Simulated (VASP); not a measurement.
Here is a VASP 6.6.1 calculation.

INCAR

```
  ALGO = Normal
  EDIFF = 1E-6
  ENCUT = 690
  GGA = PE
  GGA_COMPAT = F
  ISIF = 2
  ISMEAR = 0
  ISPIN = 2
  ISYM = 0
  LASPH = T
  LCHARG = T
  LELF = T
  LMAXMIX = 4
  LORBIT = 11
  LREAL = F
  LVHAR = T
  LWAVE = F
  MAGMOM = 1.83 1.83
  NBANDS = 28
  NELM = 200
  PREC = Accurate
  SIGMA = 0.1
```

The input KPOINTS:

```
k-points
0
Gamma
  2 4 1
```

File POSCAR:

```
Co
1.0
    2.4719999032      0.0000000000      0.0000000000
   -1.2359999516      2.1408147143      0.0000000000
    0.0000000000      0.0000000000      4.0211440800
Co
2
Direct
    0.3333333333      0.6666666667      0.2500000000
    0.6666666667      0.3333333333      0.7500000000
```

Potentials or basis: VASP PAW PBE potentials, release 64 (Co_sv).

Run with:

```console
$ cat potpaw_PBE.64/Co_sv/POTCAR > POTCAR
$ mpirun -np 1 vasp_std > vasp.out
```

(1) What does it give for the pressure?

(2) Estimate the largest force.

(3) Estimate the site moments.

(4) Estimate the net moment.

Answers

(1) -1.6 GPa.

(2) 0.309 eV/Å.

(3) Co +1.58 μB.

(4) 2.98 μB per cell.

Caveat: the k points lie up to 1.56 Å⁻¹ apart, too coarse for converged energies, forces and pressures.
